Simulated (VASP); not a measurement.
Runs of VASP 6.6.1 on AlN. The structure is that of space group Imm2 (No. 44), or close to it. The cells are those of the table. 

```tsv
task	spin	cell	k mesh	cutoff (eV)	smearing	gap on the mesh (eV)	pressure (GPa)	largest force (eV/Å)
relaxation of cell and atoms	off	relaxed from a = 5.312 Å, angles 151.5, 149.3, 42.4°, 4 atoms	8 × 8 × 8	600	gaussian 0.1 eV	0.35	-0.1	0.01
single point	off	a = 5.413 Å, angles 149.8, 145.6, 46.4°, 4 atoms	8 × 8 × 8	520	gaussian 0.1 eV	0.36	0.1	0.04
single point	collinear, ferromagnetic start	a = 5.312 Å, angles 151.5, 149.3, 42.4°, 4 atoms	8 × 8 × 8	520	gaussian 0.1 eV	none	46.4	2.24
single point	off	a = 5.414 Å, angles 149.8, 145.5, 46.4°, 4 atoms	16 × 16 × 16	520	gaussian 0.02 eV	0.36	(a)	0.01
single point	off	a = 5.312 Å, angles 151.5, 149.3, 42.4°, 4 atoms	8 × 8 × 8	520	gaussian 0.1 eV	none	46.4	2.24
```

Alike in all rows: level PBE; potentials or basis VASP PAW PBE potentials, release 64 (Al, N).

Q: Fill in the values left out.

A: (a) -0.2.

Caveats: some runs use coarse meshes; forces of over 1 eV/Å act on the atoms, so gaps and moduli don't describe the material at rest (some runs).

A k mesh can miss the band edges.

A gap of «none» marks levels without a gap at the run's occupations.
